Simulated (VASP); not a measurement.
# Mg3Sn2N2 in VASP: a series of runs

Mg3Sn2N2 is run at these levels: PBE; tasks: single point.

Everything below comes from runs of VASP 6.6.1. Logs are shortened: lines on timing, memory, paths and dates and some standing lists are left out, and cuts for length are marked.

## 1. The cell of the first run

It takes space group R-3m (No. 166, trigonal). Conventional cell: a = 3.303 Å, b = 3.303 Å, c = 38.743 Å, α = 90.00°, β = 90.00°, γ = 120.00°. Mg (site symmetry -3m) has 6 N at 2.34 Å and 6 Mg at 2.87 Å within 3.1 Å. Within 2.7 Å of Mg (site symmetry 3m) lie 3 N at 2.06 Å. Within 4.3 Å of Sn (site symmetry 3m) lie 9 Sn at 3.23 to 3.30 Å and 3 Mg at 3.57 Å and 3 N at 4.25 Å. N (site symmetry 3m) has 6 Mg at 2.06 to 2.34 Å within 2.7 Å.

## 2. Single point, PBE

INCAR

```
SYSTEM = Mg3Sn2N2
  ALGO = Normal
  EDIFF = 1E-6
  ENCUT = 520
  GGA = PE
  ISIF = 2
  ISMEAR = 0
  LASPH = .TRUE.
  LCHARG = .FALSE.
  LREAL = .FALSE.
  LWAVE = .FALSE.
  NBANDS = 31
  NELM = 100
  PREC = Accurate
  SIGMA = 0.2
```

KPOINTS

```
k-points
0
G
  5 5 5
  0 0 0
```

POSCAR

```
Mg3Sn2N2
1.0
    1.6512883124      0.9533717517     12.9144023543
   -1.6512883124      0.9533717517     12.9144023543
    0.0000000000     -1.9067435034     12.9144023543
Mg Sn N
3 2 2
Direct
    0.0000000000      0.0000000000      0.0000000000
    0.7219113417      0.7219113417      0.7219113417
    0.2780886583      0.2780886583      0.2780886583
    0.1330238710      0.1330238710      0.1330238710
    0.8669761290      0.8669761290      0.8669761290
    0.6317889998      0.6317889998      0.6317889998
    0.3682110002      0.3682110002      0.3682110002
```

Potentials or basis: VASP PAW PBE potentials, release 64 (Mg, Sn_d, N).

Run with:

```
cat potpaw_PBE.64/Mg/POTCAR potpaw_PBE.64/Sn_d/POTCAR potpaw_PBE.64/N/POTCAR > POTCAR
mpirun -np 1 vasp_std > vasp.out
```

OUTCAR:

```text
SYSTEM = Mg3Sn2N2
   EDIFF = 1E-6
   ENCUT = 520
   GGA = PE
   ISIF = 2
   ISMEAR = 0
   LASPH = .TRUE.
   LREAL = .FALSE.
   NELM = 100
   PREC = Accurate

 ion  position               nearest neighbor table
   1  0.000  0.000  0.000-   6 2.34   6 2.34   7 2.34   7 2.34   6 2.34   7 2.34   3 2.87   2 2.87
                             3 2.87   2 2.87   3 2.87   2 2.87
   2  0.722  0.722  0.722-   7 2.06   7 2.06   7 2.06   1 2.87   1 2.87   1 2.87   4 3.57   4 3.57
                             4 3.57
   3  0.278  0.278  0.278-   6 2.06   6 2.06   6 2.06   1 2.87   1 2.87   1 2.87   5 3.57   5 3.57
                             5 3.57
   4  0.133  0.133  0.133-   5 3.23   5 3.23   5 3.23   2 3.57   2 3.57   2 3.57
   5  0.867  0.867  0.867-   4 3.23   4 3.23   4 3.23   3 3.57   3 3.57   3 3.57
   6  0.632  0.632  0.632-   3 2.06   3 2.06   3 2.06   1 2.34   1 2.34   1 2.34
   7  0.368  0.368  0.368-   2 2.06   2 2.06   2 2.06   1 2.34   1 2.34   1 2.34

  LATTYP: Found a trigonal (rhomboedric) cell.
 ALAT       =    13.0544038147
 COS(alpha) =     0.9679991345

  Lattice vectors:

 A1 = (   1.6512883124,   0.9533717517,  12.9144023543)
 A2 = (  -1.6512883124,   0.9533717517,  12.9144023543)
 A3 = (   0.0000000000,  -1.9067435034,  12.9144023543)

Analysis of symmetry for initial positions (statically):
=====================================================================
 Subroutine PRICEL returns:
 Original cell was already a primitive cell.

 Routine SETGRP: Setting up the symmetry group for a
 trigonal (rhombohedral) supercell.

 Subroutine GETGRP returns: Found 12 space group operations
 (whereof 12 operations were pure point group operations)
 out of a pool of 12 trial point group operations.

The static configuration has the point symmetry D_3d.

Analysis of symmetry for dynamics (positions and initial velocities):
=====================================================================
 Subroutine PRICEL returns:
 Original cell was already a primitive cell.

 Routine SETGRP: Setting up the symmetry group for a
 trigonal (rhombohedral) supercell.

 Subroutine GETGRP returns: Found 12 space group operations
 (whereof 12 operations were pure point group operations)
 out of a pool of 12 trial point group operations.

The dynamic configuration has the point symmetry D_3d.

 Subroutine INISYM returns: Found 12 space group operations
 (whereof 12 operations are pure point group operations),
 and found     1 'primitive' translations

----------------------------------------------------------------------------------------

                                     Primitive cell

  volume of cell :     121.9862

  direct lattice vectors                    reciprocal lattice vectors
     1.651288312  0.953371752 12.914402354     0.302793883  0.174818130  0.025810976
    -1.651288312  0.953371752 12.914402354    -0.302793883  0.174818130  0.025810976
     0.000000000 -1.906743503 12.914402354     0.000000000 -0.349636260  0.025810976

  length of vectors
    13.054403815 13.054403815 13.054403815     0.350587679  0.350587679  0.350587679

  position of ions in fractional coordinates (direct lattice)
     0.000000000  0.000000000  0.000000000
     0.721911342  0.721911342  0.721911342
     0.278088658  0.278088658  0.278088658
     0.133023871  0.133023871  0.133023871
     0.866976129  0.866976129  0.866976129
     0.631789000  0.631789000  0.631789000
     0.368211000  0.368211000  0.368211000

  ion indices of the primitive-cell ions
   primitive index   ion index
                 1           1
                 2           2
                 3           3
                 4           4
                 5           5
                 6           6
                 7           7

----------------------------------------------------------------------------------------

 KPOINTS: k-points

Automatic generation of k-mesh.
 Grid dimensions read from file:
 generate k-points for:    5    5    5

 Generating k-lattice:

  Cartesian coordinates                     Fractional coordinates (reciprocal lattice)
     0.060558777  0.034963626  0.005162195     0.200000000 -0.000000000  0.000000000
    -0.060558777  0.034963626  0.005162195    -0.000000000  0.200000000  0.000000000
     0.000000000 -0.069927252  0.005162195     0.000000000  0.000000000  0.200000000

  Length of vectors
     0.070117536  0.070117536  0.070117536

  Shift w.r.t. Gamma in fractional coordinates (k-lattice)
     0.000000000  0.000000000  0.000000000

 Subroutine IBZKPT returns following result:
 ===========================================

 Found     19 irreducible k-points:

 Following reciprocal coordinates:
            Coordinates               Weight
  0.000000  0.000000  0.000000      1.000000
  0.200000  0.000000  0.000000      6.000000
  0.400000 -0.000000  0.000000      6.000000
  0.200000  0.200000  0.000000      6.000000
  0.400000  0.200000 -0.000000     12.000000
 -0.400000  0.200000 -0.000000     12.000000
[... 11 lines left out ...]
  0.400000  0.400000  0.400000      2.000000
 -0.400000  0.400000  0.400000      6.000000
   k-points           NKPTS =     19   k-points in BZ     NKDIM =     19   number of bands    NBANDS=     31
   number of dos      NEDOS =    301   number of ions     NIONS =      7
   total plane-waves  NPLWV = 941192
   dimension x,y,z NGX =    98 NGY =   98 NGZ =   98
   dimension x,y,z NGXF=   196 NGYF=  196 NGZF=  196
   ions per type =               3   2   2
   NGX,Y,Z   is equivalent  to a cutoff of  12.48, 12.48, 12.48 a.u.
   NGXF,Y,Z  is equivalent  to a cutoff of  24.96, 24.96, 24.96 a.u.
 SYSTEM =  Mg3Sn2N2
   PREC   = accura    normal or accurate (medium, high low for compatibility)
   ISTART =      0    job   : 0-new  1-cont  2-samecut
   ICHARG =      2    charge: 1-file 2-atom 10-const
   ISPIN  =      1    spin polarized calculation?
   LNONCOLLINEAR =      F non collinear calculations
   LSORBIT =      F    spin-orbit coupling
   LASPH  =      T    aspherical Exc in radial PAW
   ENCUT  =  520.0 eV  38.22 Ry    6.18 a.u.  24.27 24.27 24.27*2*pi/ulx,y,z
   NELM   =    100;   NELMIN=  2; NELMDL= -5     # of ELM steps
   EDIFF  = 0.1E-05   stopping-criterion for ELM
   LREAL  =      F    real-space projection
   EDIFFG = 0.1E-04   stopping-criterion for IOM
   NSW    =      0    number of steps for IOM
   IBRION =     -1    ionic relax: 0-MD 1-quasi-New 2-CG
   NFREE  =      0    steps in history (QN), initial steepest desc. (CG)
   ISIF   =      2    stress and relaxation
   ISYM   =      2    0-nonsym 1-usesym 2-fastsym
   POTIM  = 0.5000    time-step for ionic-motion
   TEBEG  =    0.0;   TEEND  =   0.0 temperature during run
   PSTRESS=    0.0 pullay stress
   NELECT =      44.0000    total number of electrons
   NUPDOWN=      -1.0000    fix difference up-down
   EMIN   =  10.00;   EMAX   =-10.00  energy-range for DOS
   EFERMI =   0.00;   METHOD = LEGACY
   ISMEAR =     0;   SIGMA  =   0.20  broadening in eV -4-tet -1-fermi 0-gaus
   EFERMI_NEDOS =   21; number of points for ismear=-14 and -15
   IALGO  =     38    algorithm
   IMIX   =      4    mixing-type and parameters
     AMIX     =   0.40;   BMIX     =  1.00
     AMIX_MAG =   1.60;   BMIX_MAG =  1.00
  volume/ion in A,a.u.               =      17.43       117.60
  Fermi-wavevector in a.u.,A,eV,Ry     =   1.165348  2.202188 18.477187  1.358035
  Thomas-Fermi vector in A             =   2.301874
   LORBIT       =      0    0 simple, 1 ext, 2 COOP (PROOUT), +10 PAW based schemes
   GGA     = PE    functional components
   LHFCALC =     F    Hartree Fock is set to
   AEXX    =    0.0000 exact exchange contribution
   IVDW    =     0    specifies the selected vdW correction
   LEPSILON=     F    determine dielectric tensor
   LRPA    =     F    only Hartree local field effects (RPA)
 non-spin polarized calculation
 Gauss-broadening in eV      SIGMA  =   0.20
  energy-cutoff  :      520.00
  volume of cell :      121.99
 maximum number of plane-waves:      3304
 NGX is ok and might be reduce to    98
   NGX = 49   NGY = 49   NGZ = 49

 number of electron      44.0000002 magnetization

 Free energy of the ion-electron system (eV)
  ---------------------------------------------------
  ext. energy  EPLUGINS =         0.00000000
  ---------------------------------------------------
  free energy    TOTEN  =       -31.40646613 eV

  energy without entropy =      -31.33467088  energy(sigma->0) =      -31.37056850

 E-fermi :   4.9821     XC(G=0):  -9.9400

 val. band max:        4.9257642142   @ k =  -0.2000   0.2000   0.2000
 cond. band min:       4.9883563745   @ k =   0.4000   0.4000   0.0000
 fundamental gap:      0.0625921603
 Fermi energy:         4.9820691321

 k-point     1 :       0.0000    0.0000    0.0000
  band No.  band energies     occupation
      1     -16.4184      2.00000
      2     -16.4150      2.00000
      3     -16.4150      2.00000
      4     -16.4118      2.00000
      5     -16.4118      2.00000
      6     -16.4065      2.00000
[... 23 lines left out ...]
     30      13.0237      0.00000
     31      15.4195      0.00000

 k-point     2 :       0.2000    0.0000    0.0000
  band No.  band energies     occupation
      1     -16.4527      2.00000
      2     -16.4223      2.00000
      3     -16.3876      2.00000
      4     -16.3701      2.00000
      5     -16.3672      2.00000
      6     -16.3574      2.00000
[... 23 lines left out ...]
     30      12.6313      0.00000
     31      12.8541      0.00000

 k-point     3 :       0.4000   -0.0000    0.0000
  band No.  band energies     occupation
      1     -16.4955      2.00000
      2     -16.4396      2.00000
      3     -16.4173      2.00000
      4     -16.3778      2.00000
      5     -16.3702      2.00000
      6     -16.2722      2.00000
[... 533 lines left out ...]
     30      13.3740      0.00000
     31      15.2768      0.00000

 k-point    19 :      -0.4000    0.4000    0.4000
  band No.  band energies     occupation
      1     -16.4527      2.00000
      2     -16.4223      2.00000
      3     -16.3875      2.00000
      4     -16.3701      2.00000
      5     -16.3672      2.00000
      6     -16.3574      2.00000
[... 23 lines left out ...]
     30      12.7501      0.00000
     31      12.8263      0.00000

------------------------ aborting loop because EDIFF is reached ----------------------------------------

  FORCE on cell =-STRESS in cart. coord.  units (eV):
  Direction    XX          YY          ZZ          XY          YZ          ZX
  --------------------------------------------------------------------------------------
  -------------------------------------------------------------------------------------
  Total       -0.2719356     -0.2719356     -0.1203759      0.0000000      0.0000000      0.0000000
  in kB       -3.5716250     -3.5716250     -1.5810274      0.0000000      0.0000000      0.0000000
  external PRESSURE =      -2.9080925 kB  Pullay stress =       0.0000000 kB

 VOLUME and BASIS-vectors are now :
 -----------------------------------------------------------------------------
  energy-cutoff  :      520.00
  volume of cell :      121.99
      direct lattice vectors                 reciprocal lattice vectors
     1.651288312  0.953371752 12.914402354     0.302793883  0.174818130  0.025810976
    -1.651288312  0.953371752 12.914402354    -0.302793883  0.174818130  0.025810976
     0.000000000 -1.906743503 12.914402354     0.000000000 -0.349636260  0.025810976

 POSITION                                       TOTAL-FORCE (eV/Angst)
 -----------------------------------------------------------------------------------
      0.00000      0.00000      0.00000        -0.000000     -0.000000      0.000000
      0.00000      0.00000     27.96916         0.000000      0.000000     -0.028401
      0.00000      0.00000     10.77405         0.000000     -0.000000      0.028401
      0.00000      0.00000      5.15377         0.000000      0.000000     -0.049963
      0.00000      0.00000     33.58944         0.000000      0.000000      0.049963
      0.00000      0.00000     24.47753         0.000000      0.000000     -0.006343
      0.00000      0.00000     14.26568         0.000000     -0.000000      0.006343
 -----------------------------------------------------------------------------------
    total drift:                               -0.000000      0.000000     -0.000000

  FREE ENERGIE OF THE ION-ELECTRON SYSTEM (eV)
  ---------------------------------------------------
  free  energy   TOTEN  =       -31.4064661308 eV

  energy  without entropy=      -31.3346708781  energy(sigma->0) =      -31.37056850
```

It took 15 min on 1 thread of Intel Xeon 6975P-C (Granite Rapids), shared host; peak memory 1.6 GiB.

Results:

| Item | Value |
| --- | --- |
| Free energy | -31.4065 eV |
| Pressure | -0.3 GPa |
| Largest force | 0.050 eV/Å |
| Band gap on the k mesh | zero (bands 22 and 23 overlap by 2.07 eV) |

Forces in eV/Å, atoms in the order of the input:
```
Mg   0.000  0.000  0.000
Mg   0.000  0.000 -0.028
Mg   0.000  0.000  0.028
Sn   0.000  0.000 -0.050
Sn   0.000  0.000  0.050
N    0.000  0.000 -0.006
N    0.000  0.000  0.006
```

Stress tensor (GPa, compression positive):
```
-0.36  0.00  0.00
 0.00 -0.36  0.00
 0.00  0.00 -0.16
```

Caveat: the k points lie up to 0.44 Å⁻¹ apart, too coarse for converged energies and pressures of a metal; spin-orbit coupling is left out, which moves the levels of the heavy elements.

[end of part 1 of 2]
